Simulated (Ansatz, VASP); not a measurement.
## One calculation of ZnO, two programs

```
Zn O
1.0
     3.24940    0.00000    0.00000
    -1.62470    2.81406    0.00000
     0.00000    0.00000    5.20380
Zn O
2 2
Direct
  0.33333 0.66667 0.00048
  0.66667 0.33333 0.50048
  0.33333 0.66667 0.38162
  0.66667 0.33333 0.88162
```

Alike in both runs: functional PBE; k mesh 8 × 8 × 5; no spin polarisation.

Ansatz relaxed the structure, and its values are those at the end. VASP's run is a single point on that final structure, the one shown.

|  | VASP | Ansatz |
| --- | --- | --- |
| version | VASP 6.6.1 | Ansatz 0.2.0 |
| potentials or method | VASP PAW PBE potentials, release 64 (Zn, O) | scalar-relativistic, plane waves, PAW |
| plane-wave cutoff (eV) | 520 | 420 |
| occupations | gaussian, width 0.01 eV | fixed |
| valence electrons in the cell | 36 | 36 |

|  | VASP | Ansatz | Ansatz less VASP |
| --- | --- | --- | --- |
| gap on the k mesh at the Fermi level (eV) | 0.79 | 0.80 | +0.015 |
| least direct gap on the mesh (eV) | 0.79 | 0.80 | +0.015 |
| pressure (GPa) | 6.0 | 4.9 | -1.10 |
